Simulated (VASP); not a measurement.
The system is Pd.

```
Pd
1.0
     2.75050    0.00000    0.00000
    -1.37525    2.38200    0.00000
     0.00000    0.00000    8.98313
Pd
4
Cartesian
  0.0000 0.0000 0.0000
  0.0000 0.0000 4.4916
  0.0000 1.5880 2.2458
  1.3753 0.7940 6.7374
```

This isn't the form of Pd at room conditions, which is fcc.

* Program: VASP 6.6.1
* Task: relaxation of cell and atoms
* Functional: BLYP
* Potentials or basis: VASP PAW PBE potentials, release 64 (Pd)
* Cutoff: 600 eV
* k mesh: 13 × 13 × 4
* Occupations: fermi-dirac, width 0.05 eV
* Spin: collinear spin
* Starting moments: [0.5, 0.5, -0.5, -0.5] μB

At the start: pressure 19.6 GPa; volume 14.71 Å³/atom.

Q: How do energy, volume and symmetry change on relaxing?

A: Over 12 steps the energy falls by 92.9 meV/atom and the volume is 16.40 Å³/atom (+11.5 %); space group P6_3/mmc (No. 194, to 0.1 Å) before and after; moment 0.06 μB per cell.

Step by step:
| step | energy change (eV) | largest force (eV/Å) | pressure (GPa) | volume (Å³) |
| --- | --- | --- | --- | --- |
| 1 | 0.0000 | 0.0000 | 19.62 | 58.85 |
| 2 | 0.0878 | 0.0000 | -12.56 | 75.58 |
| 3 | -0.3693 | 0.0000 | -0.47 | 65.85 |
| 4 | -0.3696 | 0.0000 | -0.12 | 65.67 |
| 5 | -0.3696 | 0.0000 | 0.16 | 65.52 |
| 6 | -0.3707 | 0.0000 | 0.18 | 65.52 |
| 7 | -0.3714 | 0.0000 | 0.21 | 65.51 |
| 8 | -0.3714 | 0.0000 | 0.22 | 65.51 |
| 9 | -0.3714 | 0.0000 | 0.23 | 65.50 |
| 10 | -0.3714 | 0.0000 | 0.22 | 65.50 |
| 11 | -0.3713 | 0.0000 | -0.29 | 65.76 |
| 12 | -0.3715 | 0.0000 | -0.02 | 65.62 |

Final structure:
```
Pd
1.0
     2.83693    0.00000    0.00000
    -1.41847    2.45686    0.00000
     0.00000    0.00000    9.41470
Pd
4
Direct
  0.00000 0.00000 0.00000
  0.00000 0.00000 0.50000
  0.33333 0.66667 0.25000
  0.66667 0.33333 0.75000
```

Caveat: the highest band is partly filled, so the run has too few bands; the PAW data sets were made with another functional, which shifts forces and pressure a little.
